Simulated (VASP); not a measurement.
The system is SrTe.

```
CELL_PARAMETERS angstrom
0.00000 3.35922 3.35922
3.35922 0.00000 3.35922
3.35922 3.35922 0.00000
ATOMIC_POSITIONS crystal
Sr 0.00000 0.00000 0.00000
Te 0.50000 0.50000 0.50000
```

Base run:

```yaml
Program: VASP 6.6.1
Functional: PBE
Potentials_or_basis: VASP PAW PBE potentials, release 64 (Sr_sv, Te)
Cutoff: 500 eV
k_mesh: 8 × 8 × 8, shifted
Occupations: gaussian, width 0.02 eV
Spin: no spin polarisation
```

Its results: band gap on the k mesh 1.92 eV (least direct gap 2.60 eV); pressure 0.1 GPa.

The run is repeated on the same cell with these changes: k mesh from 8 × 8 × 8, shifted to 8 × 8 × 8, through Γ; further incar settings from ALGO = Normal; EDIFF = 1e-06; NBANDS = 15; ISYM = 0 to ALGO = Normal; EDIFF = 1e-06; NBANDS = 15. What comes out?

Band gap on the k mesh 1.76 eV (least direct gap 2.48 eV); pressure 0.1 GPa.

Caveats: spin-orbit coupling is left out, which moves the levels of the heavy elements; a shifted mesh leaves out Γ, where band edges can lie (at least some runs).

A k mesh can miss the band edges.
